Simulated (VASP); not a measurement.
Crystal: AlN.

```
CELL_PARAMETERS angstrom
3.13025 0.00000 0.00000
-1.56512 2.71087 0.00000
0.00000 0.00000 5.01796
ATOMIC_POSITIONS crystal
Al 0.33333 0.66667 0.99923
Al 0.66667 0.33333 0.49923
N 0.33333 0.66667 0.38077
N 0.66667 0.33333 0.88077
```

| Property | Result |
| --- | --- |
| Program | VASP 6.6.1 |
| Task | relaxation of cell and atoms |
| Functional | PBEsol |
| Potentials or basis | VASP PAW PBE potentials, release 64 (Al, N) |
| Cutoff | 600 eV |
| k mesh | 9 × 9 × 6 |
| Occupations | gaussian, width 0.02 eV |
| Spin | no spin polarisation |

At the start: pressure -3.6 GPa; volume 10.65 Å³/atom.

Problem. Where does the relaxation end?

Solution. Over 8 steps the energy falls by 2.2 meV/atom and the volume is 10.45 Å³/atom (-1.8 %); space group P6_3mc (No. 186, to 0.05 Å).

The path:
```tsv
step	energy change (eV)	largest force (eV/Å)	pressure (GPa)	volume (Å³)
1	0.0000	0.0024	-3.60	42.58
2	-0.0012	0.0165	3.48	41.12
3	-0.0086	0.0094	-0.02	41.82
4	-0.0086	0.0095	0.05	41.80
5	-0.0087	0.0094	0.06	41.80
6	-0.0087	0.0093	0.06	41.80
7	-0.0087	0.0066	-0.05	41.82
8	-0.0087	0.0002	-0.01	41.81
```

Final structure:
```xyz
4
Lattice="3.1130 0.0000 0.0000 -1.5565 2.6959 0.0000 0.0000 0.0000 4.9821" Properties=species:S:1:pos:R:3 pbc="T T T"
Al    0.0000    1.7973    4.9772
Al    1.5565    0.8986    2.4861
N     0.0000    1.7973    1.8982
N     1.5565    0.8986    4.3893
```

Caveat: the PAW data sets were made with another functional, which shifts forces and pressure a little.
